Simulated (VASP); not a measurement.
# H6C2O in VASP: notebook

The runs below take H6C2O through single point, with r2SCAN+D3(BJ).

Everything below comes from runs of VASP 6.6.1. Logs are shortened: lines on timing, memory, paths and dates and some standing lists are left out, and cuts for length are marked.

### Step 1. The cell of the first run

The cell holds a disordered packing, 36 atoms: a = 6.771 Å, b = 6.771 Å, c = 6.771 Å, α = 90.00°, β = 90.00°, γ = 90.00°.

### Step 2. Single point, r2SCAN+D3(BJ)

The input, POSCAR:

```
H6C2O
1.0
    6.7708090000      0.0000000000      0.0000000000
    0.0000000000      6.7708090000      0.0000000000
    0.0000000000      0.0000000000      6.7708090000
C O H
8 4 24
Direct
    0.5937252107      0.9144106709      0.7657725982
    0.4441123653      0.9050764835      0.5914507410
    1.0433465189      0.4325775546      0.5613361712
    0.9176746826      0.5080338258      0.7393355801
    0.5890876556      0.3090177259      0.2594520094
    0.3872801611      0.3012786212      0.1470282207
    0.1179770394      0.8763649957      0.1239585993
   -0.0974625041      0.8906173546      0.2269891235
    0.5029088843      0.7752397092      0.4354575650
    0.9997475929      0.4262563011      0.9162125235
    0.4024629849      0.4779487946      0.0376469045
   -0.1890616025      0.6986905110      0.1686504523
    0.4388397310      0.7882662175      0.3182780669
    0.3209808459      0.8538122992      0.6588725217
    0.4018722135      1.0561219494      0.5516918288
    0.5921596666      1.0460788364      0.8520252159
    0.6209893087      0.7814871162      0.8481704328
    0.7240050635      0.9230654712      0.6807606004
    0.9813007574      0.5242504995      1.0180615049
    0.9179109911      0.6684282484      0.7515202393
    0.7663042924      0.4327547860      0.7129576392
    1.0380886538      0.5177963224      0.4247793727
    1.1919993608      0.4486022276      0.6251542467
    0.9950214221      0.2780760763      0.5274702033
    0.2658766478      0.5009298003      0.0046080166
    0.3652443896      0.1821791163      0.0332456579
    0.2531455252      0.2897290412      0.2378150085
    0.6430250802      0.2122493782      0.3695865590
    0.6950129593      0.3584357497      0.1516214680
    0.5475711987      0.4438908260      0.3515828020
   -0.2935395165      0.6535703488      0.2518458282
   -0.0867990812      0.9196685359      0.3854044620
   -0.1622553524      1.0176479650      0.1509273116
    0.2374900843      0.9231983948      0.2211404871
    0.1543094776      0.7261613789      0.0678943978
    0.1341346359      0.9656157780     -0.0034707817
```

The input, INCAR.step1:

```
PREC = Accurate
ENCUT = 580
ISMEAR = -1
SIGMA = 0.05
LREAL = Auto
LASPH = True
NELM = 120
NBANDS = 64
GGA = PE
ALGO = Normal
EDIFF = 1E-5
LWAVE = True
LCHARG = False
GGA_COMPAT = False
```

The input, INCAR.step2:

```
PREC = Accurate
ENCUT = 580
EDIFF = 1E-6
ISMEAR = -1
SIGMA = 0.05
LREAL = Auto
LASPH = True
NELM = 120
ALGO = Normal
ISIF = 2
LWAVE = False
LCHARG = True
METAGGA = R2SCAN
LMIXTAU = True
IVDW = 12
VDW_S6 = 1.0
VDW_S8 = 0.78981345
VDW_A1 = 0.49484001
VDW_A2 = 5.73083694
LELF = True
LVHAR = True
NBANDS = 64
ISTART = 1
GGA_COMPAT = False
```

The input, KPOINTS:

```
regular mesh
0
Gamma
  1 1 1
```

Potentials or basis: VASP PAW PBE potentials, release 64 (C, O, H).

Launch:

```sh
> cat potpaw_PBE.64/C/POTCAR potpaw_PBE.64/O/POTCAR potpaw_PBE.64/H/POTCAR > POTCAR
> cp INCAR.step1 INCAR
> mpirun -np 1 vasp_gam > vasp.out
> cp INCAR.step2 INCAR
> mpirun -np 1 vasp_gam > vasp.out
```

OUTCAR:

```text
PREC = Accurate
   ENCUT = 580
   EDIFF = 1E-6
   ISMEAR = -1
   LREAL = Auto
   LASPH = True
   NELM = 120
   ISIF = 2
   METAGGA = R2SCAN
   IVDW = 12
   ISTART = 1
 IVDW          = 12

 ion  position               nearest neighbor table
   1  0.594  0.914  0.766-  18 1.05  16 1.07  17 1.07   2 1.56
   2  0.444  0.905  0.591-  14 1.01  15 1.10   9 1.43   1 1.56
   3  0.043  0.433  0.561-  22 1.09  23 1.10  24 1.12   4 1.56
   4  0.918  0.508  0.739-  20 1.09  21 1.16  10 1.43   3 1.56
   5  0.589  0.309  0.259-  28 1.06  29 1.08  30 1.14   6 1.56
   6  0.387  0.301  0.147-  27 1.10  26 1.13  11 1.41   5 1.56
   7  0.118  0.876  0.124-  36 1.06  34 1.09  35 1.11   8 1.62
   8  0.903  0.891  0.227-  32 1.09  33 1.09  12 1.49   7 1.62
   9  0.503  0.775  0.435-  13 0.91   2 1.43
  10  1.000  0.426  0.916-  19 0.97   4 1.43
  11  0.402  0.478  0.038-  25 0.96   6 1.41
  12  0.811  0.699  0.169-  31 0.95   8 1.49
  13  0.439  0.788  0.318-   9 0.91
  14  0.321  0.854  0.659-   2 1.01
  15  0.402  0.056  0.552-   2 1.10
  16  0.592  0.046  0.852-   1 1.07
  17  0.621  0.781  0.848-   1 1.07
[... 17 lines left out ...]
  35  0.154  0.726  0.068-   7 1.11
  36  0.134  0.966  0.997-   7 1.06

  LATTYP: Found a simple cubic cell.
 ALAT       =     6.7708090000

  Lattice vectors:

 A1 = (   6.7708090000,   0.0000000000,   0.0000000000)
 A2 = (   0.0000000000,   6.7708090000,   0.0000000000)
 A3 = (   0.0000000000,   0.0000000000,   6.7708090000)

Analysis of symmetry for initial positions (statically):
=====================================================================
 Subroutine PRICEL returns:
 Original cell was already a primitive cell.

 Routine SETGRP: Setting up the symmetry group for a
 simple cubic supercell.

 Subroutine GETGRP returns: Found  1 space group operations
 (whereof  1 operations were pure point group operations)
 out of a pool of 48 trial point group operations.

The static configuration has the point symmetry C_1 .

Analysis of symmetry for dynamics (positions and initial velocities):
=====================================================================
 Subroutine PRICEL returns:
 Original cell was already a primitive cell.

[... 150 lines left out ...]
   NELM   =    120;   NELMIN=  2; NELMDL=  0     # of ELM steps
   EDIFF  = 0.1E-05   stopping-criterion for ELM
   LREAL  =      T    real-space projection
   EDIFFG = 0.1E-04   stopping-criterion for IOM
   NSW    =      0    number of steps for IOM
   IBRION =     -1    ionic relax: 0-MD 1-quasi-New 2-CG
   NFREE  =      0    steps in history (QN), initial steepest desc. (CG)
   ISIF   =      2    stress and relaxation
   ISYM   =      2    0-nonsym 1-usesym 2-fastsym
   POTIM  = 0.5000    time-step for ionic-motion
   TEBEG  =    0.0;   TEEND  =   0.0 temperature during run
   PSTRESS=    0.0 pullay stress
   NELECT =      80.0000    total number of electrons
   NUPDOWN=      -1.0000    fix difference up-down
   EMIN   =  10.00;   EMAX   =-10.00  energy-range for DOS
   EFERMI =   0.00;   METHOD = LEGACY
   ISMEAR =    -1;   SIGMA  =   0.05  broadening in eV -4-tet -1-fermi 0-gaus
   EFERMI_NEDOS =   21; number of points for ismear=-14 and -15
   IALGO  =     38    algorithm
   IMIX   =      4    mixing-type and parameters
     AMIX     =   0.40;   BMIX     =  1.00
     AMIX_MAG =   1.60;   BMIX_MAG =  1.00
  volume/ion in A,a.u.               =       8.62        58.19
  Fermi-wavevector in a.u.,A,eV,Ry     =   1.041832  1.968777 14.767946  1.085413
  Thomas-Fermi vector in A             =   2.176470
   LORBIT       =      0    0 simple, 1 ext, 2 COOP (PROOUT), +10 PAW based schemes
   METAGGA = R2SCAN    functional components
   LHFCALC =     F    Hartree Fock is set to
   AEXX    =    0.0000 exact exchange contribution
   IVDW    =    12    specifies the selected vdW correction
   LEPSILON=     F    determine dielectric tensor
   LRPA    =     F    only Hartree local field effects (RPA)
 non-spin polarized calculation
  energy-cutoff  :      580.00
  volume of cell :      310.40
 maximum number of plane-waves:      4898
 NGX is ok and might be reduce to    54
   NGX = 27   NGY = 27   NGZ = 27

 number of electron      79.9999999 magnetization

 Free energy of the ion-electron system (eV)
  ---------------------------------------------------
  ext. energy  EPLUGINS =         0.00000000
  ---------------------------------------------------
  free energy    TOTEN  =      -196.95363787 eV

  energy without entropy =     -196.95363787  energy(sigma->0) =     -196.95363787

 E-fermi :  -1.2986     XC(G=0):  -7.8220

 val. band max:       -2.5066246782   @ k =   0.0000   0.0000   0.0000
 cond. band min:       3.3016532791   @ k =   0.0000   0.0000   0.0000
 fundamental gap:      5.8082779574
 Fermi energy:        -1.2986496764

 k-point     1 :       0.0000    0.0000    0.0000
  band No.  band energies     occupation
      1     -23.5684      2.00000
      2     -23.3156      2.00000
      3     -23.0250      2.00000
      4     -22.6403      2.00000
      5     -16.0314      2.00000
      6     -15.6945      2.00000
[... 44 lines left out ...]
     51       6.8382      0.00000
     52       7.0396      0.00000
 [bands above 52 left out]

------------------------ aborting loop because EDIFF is reached ----------------------------------------

 Edisp (eV)   -0.81124

 E8    (eV) :    -0.1278

  FORCE on cell =-STRESS in cart. coord.  units (eV):
  Direction    XX          YY          ZZ          XY          YZ          ZX
  --------------------------------------------------------------------------------------
  -------------------------------------------------------------------------------------
  Total       2.64188    -0.40683    -1.63860    -3.27847    -7.43575    -1.10594
  in kB      13.63646    -2.09992    -8.45788   -16.92233   -38.38076    -5.70848
  external pressure =        1.03 kB  Pullay stress =        0.00 kB

 VOLUME and BASIS-vectors are now :
 -----------------------------------------------------------------------------
  energy-cutoff  :      580.00
  volume of cell :      310.40
      direct lattice vectors                 reciprocal lattice vectors
     6.770809000  0.000000000  0.000000000     0.147692838  0.000000000  0.000000000
     0.000000000  6.770809000  0.000000000     0.000000000  0.147692838  0.000000000
     0.000000000  0.000000000  6.770809000     0.000000000  0.000000000  0.147692838

 POSITION                                       TOTAL-FORCE (eV/Angst)
 -----------------------------------------------------------------------------------
      4.02000      6.19130      5.18490         0.360235     -0.510003     -2.300310
      3.00700      6.12810      4.00460         1.126873      1.033513      0.681048
      0.29349      2.92890      3.80070        -0.040921      0.043260      1.177001
      6.21340      3.43980      5.00590        -0.976852     -1.811299     -1.458273
      3.98860      2.09230      1.75670        -2.543735      2.596664      0.478630
      2.62220      2.03990      0.99550         1.365001     -1.947133     -0.589995
[... 28 lines left out ...]
      1.04480      4.91670      0.45970        -0.331895      0.667691      0.763139
      0.90820      6.53800      6.74731        -0.345641      0.933256     -0.879100
 -----------------------------------------------------------------------------------
    total drift:                               -0.006225      0.001296      0.004964

  FREE ENERGIE OF THE ION-ELECTRON SYSTEM (eV)
  ---------------------------------------------------
  free  energy   TOTEN  =      -197.7648787630 eV

  energy  without entropy=     -197.7648787629  energy(sigma->0) =     -197.76487876
```

OSZICAR.step1:

```text
N       E                     dE             d eps       ncg     rms          rms(c)
DAV:   1     0.582338247879E+03    0.58234E+03   -0.44133E+04   128   0.125E+03
DAV:   2    -0.139625492377E+03   -0.72196E+03   -0.67532E+03   160   0.280E+02
DAV:   3    -0.202060067697E+03   -0.62435E+02   -0.61897E+02   160   0.869E+01
DAV:   4    -0.203249495009E+03   -0.11894E+01   -0.11854E+01   168   0.136E+01
DAV:   5    -0.203274565216E+03   -0.25070E-01   -0.25055E-01   152   0.187E+00    0.237E+01
DAV:   6    -0.187873174224E+03    0.15401E+02   -0.27219E+01   152   0.180E+01    0.114E+01
DAV:   7    -0.185742564844E+03    0.21306E+01   -0.47515E+00   168   0.780E+00    0.579E+00
DAV:   8    -0.185433976643E+03    0.30859E+00   -0.88066E-01   160   0.398E+00    0.121E+00
DAV:   9    -0.185426078224E+03    0.78984E-02   -0.10557E-01   168   0.154E+00    0.486E-01
DAV:  10    -0.185434133509E+03   -0.80553E-02   -0.25390E-02   144   0.627E-01    0.219E-01
DAV:  11    -0.185434925042E+03   -0.79153E-03   -0.25224E-03   160   0.253E-01    0.118E-01
DAV:  12    -0.185435910138E+03   -0.98510E-03   -0.16170E-03   144   0.181E-01    0.366E-02
DAV:  13    -0.185435964285E+03   -0.54146E-04   -0.29865E-04   168   0.845E-02    0.190E-02
DAV:  14    -0.185435978226E+03   -0.13941E-04   -0.54418E-05   152   0.340E-02    0.882E-03
DAV:  15    -0.185435981486E+03   -0.32605E-05   -0.83906E-06   120   0.149E-02
   1 F= -.18543598E+03 E0= -.18543598E+03  d E =-.214397E-10
```

It took 2.2 min on 1 thread of Intel Xeon 6975P-C (Granite Rapids), shared host; peak memory 0.44 GiB.

Results:

* Free energy: -197.7649 eV
* Pressure: 0.1 GPa
* Largest force: 4.473 eV/Å
* Band gap on the k mesh: 5.81 eV
* Dispersion energy per atom: -0.023 eV

Forces on the atoms (eV/Å):
```
C    0.360 -0.510 -2.300
C    1.127  1.034  0.681
C   -0.041  0.043  1.177
C   -0.977 -1.811 -1.458
C   -2.544  2.597  0.479
C    1.365 -1.947 -0.590
C   -0.735 -0.896  1.261
C    1.815 -1.393 -2.268
O    2.481 -0.204  3.716
O    0.394 -0.070 -0.182
O   -0.754  0.823  0.178
O    1.472  1.625 -0.137
H   -2.073  0.685 -2.730
H   -3.283 -1.600  0.996
H    0.542  0.007 -0.716
H   -0.550  0.554  0.493
H   -0.782 -0.412  0.502
H    1.893  0.450 -0.512
H   -0.902  0.064  0.361
H   -0.373 -0.056 -0.196
H    0.893  1.488  0.644
H   -0.376  0.199  0.233
H    0.211 -0.685 -0.657
H    0.784  0.679  0.247
H   -0.134  0.161 -0.899
H    0.556  0.165  0.787
H    0.279  0.408  0.333
H    0.100 -1.438  0.170
H    0.543 -0.315 -0.142
H    0.882 -0.795 -0.490
H   -0.453  0.363  0.726
H   -0.162 -0.477 -0.021
H   -0.673 -0.328  0.262
H   -0.208 -0.006  0.167
H   -0.332  0.668  0.763
H   -0.346  0.933 -0.879
```

Stress tensor (GPa, compression positive):
```
 1.36 -1.69 -0.57
-1.69 -0.21 -3.84
-0.57 -3.84 -0.85
```

Caveat: the k points lie up to 0.93 Å⁻¹ apart; the PAW data sets were made with another functional, which shifts forces and pressure a little.

### Step 3. Single point, r2SCAN+D3(BJ)

The input, POSCAR:

```
H6C2O
1.0
    6.7708090000      0.0000000000      0.0000000000
    0.0000000000      6.7708090000      0.0000000000
    0.0000000000      0.0000000000      6.7708090000
C O H
8 4 24
Direct
    0.6001350799      0.9191368417      0.7630845886
    0.4471696071      0.9140562081      0.6002827727
    1.0421206683      0.4282353852      0.5623552518
    0.9099503471      0.5068227445      0.7363226462
    0.5797534682      0.3112626571      0.2570446161
    0.3929663353      0.2933179772      0.1408398908
    0.1183019636      0.8792154675      0.1222601317
   -0.0989689711      0.8879145756      0.2222777219
    0.5104116805      0.7724040067      0.4284126166
    1.0008995971      0.4276150752      0.9204513080
    0.4020642142      0.4775795625      0.0344272006
   -0.1877175977      0.7018659070      0.1649581313
    0.4554108674      0.8318208356      0.2959912176
    0.2888871921      0.8381420891      0.6262471737
    0.4221652095      1.0584850348      0.5232609574
    0.5863405688      1.0682327621      0.8394122475
    0.5836082512      0.7865972884      0.8564116932
    0.7506636208      0.9295491868      0.6887803215
    0.9637696175      0.5325951448      1.0135273348
    0.9024918588      0.6786929007      0.7435005182
    0.7637935142      0.4593985741      0.7123225600
    1.0351347970      0.5141187707      0.4288113872
    1.1944067541      0.4266698411      0.6026015503
    0.9867653924      0.2855050261      0.5299219045
    0.2763333008      0.5157729305     -0.0227890050
    0.3501649507      0.1660658276      0.0537749625
    0.2450814962      0.2952232148      0.2227060311
    0.6564798977      0.1931231556      0.3312307289
    0.6847630763      0.3635163833      0.1291426180
    0.5522530616      0.4419560499      0.3256331703
   -0.2870705701      0.6503358757      0.2620070955
   -0.0954686508      0.9061841798      0.3808259840
   -0.1610295018      1.0210596695      0.1509568502
    0.2274912791      0.8858173373      0.2405620953
    0.1221862853      0.7317737068      0.0638180755
    0.1448275974      1.0247962983      0.0035150896
```

The input, INCAR.step1:

```
PREC     = Accurate       # precision mode
ENCUT    = 580            # plane-wave cutoff, eV
ISMEAR   = -1             # smearing method
SIGMA    = 0.05           # smearing width, eV
LREAL    = Auto         
LASPH    = True           # aspherical terms in the spheres
NELM     = 120            # most SCF steps
NBANDS   = 64             # bands
GGA      = PE             # functional
ALGO     = Normal         # electronic algorithm
EDIFF    = 1E-5           # SCF threshold, eV
LWAVE    = True           # write WAVECAR
LCHARG   = False          # write CHGCAR
GGA_COMPAT= False
```

The input, INCAR.step2:

```
PREC     = Accurate       # precision mode
ENCUT    = 580            # plane-wave cutoff, eV
EDIFF    = 1E-6           # SCF threshold, eV
ISMEAR   = -1             # smearing method
SIGMA    = 0.05           # smearing width, eV
LREAL    = Auto         
LASPH    = True           # aspherical terms in the spheres
NELM     = 120            # most SCF steps
ALGO     = Normal         # electronic algorithm
ISIF     = 2              # what is computed and relaxed
LWAVE    = False          # write WAVECAR
LCHARG   = True           # write CHGCAR
METAGGA  = R2SCAN         # meta-GGA
LMIXTAU  = True         
IVDW     = 12             # dispersion correction
VDW_S6   = 1.0          
VDW_S8   = 0.78981345   
VDW_A1   = 0.49484001   
VDW_A2   = 5.73083694   
LELF     = True           # ELF
LVHAR    = True         
NBANDS   = 64             # bands
ISTART   = 1            
GGA_COMPAT= False
```

KPOINTS is that of step 2.

Potentials or basis: VASP PAW PBE potentials, release 64 (C, O, H).

Launch:

```sh
> cat potpaw_PBE.64/C/POTCAR potpaw_PBE.64/O/POTCAR potpaw_PBE.64/H/POTCAR > POTCAR
> cp INCAR.step1 INCAR
> mpirun -np 1 vasp_gam > vasp.out
> cp INCAR.step2 INCAR
> mpirun -np 1 vasp_gam > vasp.out
```

It took 2 min on 1 thread of Intel Xeon 6975P-C (Granite Rapids), shared host; peak memory 0.45 GiB.

It converged, with:

| Quantity | Value |
| --- | --- |
| Free energy | -196.9333 eV |
| Pressure | -3.8 GPa |
| Largest force | 4.449 eV/Å |
| Band gap on the k mesh | 5.61 eV |
| Dispersion energy per atom | -0.023 eV |

Forces in eV/Å, atoms in the order of the input:
```
C    0.101  1.054 -0.767
C   -2.257 -1.533 -2.705
C   -1.209  1.290  1.075
C    3.101  1.508 -0.382
C    1.787 -1.095 -3.924
C   -2.813  0.757  0.513
C   -1.260  2.963 -0.162
C    1.643 -0.158 -1.980
O   -0.743  1.990 -1.095
O   -1.107  1.308 -1.068
O    0.140  0.109 -0.614
O   -0.484  0.156  0.778
H    1.112 -1.195  2.837
H    2.190  1.506  0.612
H    0.146 -0.667  0.781
H   -0.096 -1.475 -0.108
H    0.488  0.656  0.077
H   -1.059 -0.340  0.614
H   -0.437 -0.695  0.335
H    0.425 -2.016  0.001
H   -1.493 -0.671  0.287
H   -0.406  0.426 -0.321
H    0.801 -0.219  0.463
H    0.062 -1.240 -0.347
H   -0.190 -0.809 -0.006
H    1.344 -0.294 -0.916
H    1.233  0.296  0.461
H   -0.484 -0.192  0.436
H   -0.704 -0.965  1.527
H   -0.020  2.135  2.512
H    0.927  1.122 -0.697
H    0.074 -0.064  0.327
H   -0.708 -0.655  0.291
H    0.003  0.282 -0.219
H    0.512  0.099 -0.783
H   -0.622 -3.377  2.167
```

Stress tensor (GPa, compression positive):
```
-2.83 -1.30  1.44
-1.30 -4.75  3.31
 1.44  3.31 -3.90
```

Levels at points of the mesh, in eV from the valence-band top:
```
           k point  band 38  band 39  band 40  band 41  band 42  band 43
(0.00, 0.00, 0.00)    -0.41    -0.26     0.00     5.61     6.27     6.86
```

Caveat: the k points lie up to 0.93 Å⁻¹ apart; the PAW data sets were made with another functional, which shifts forces and pressure a little.
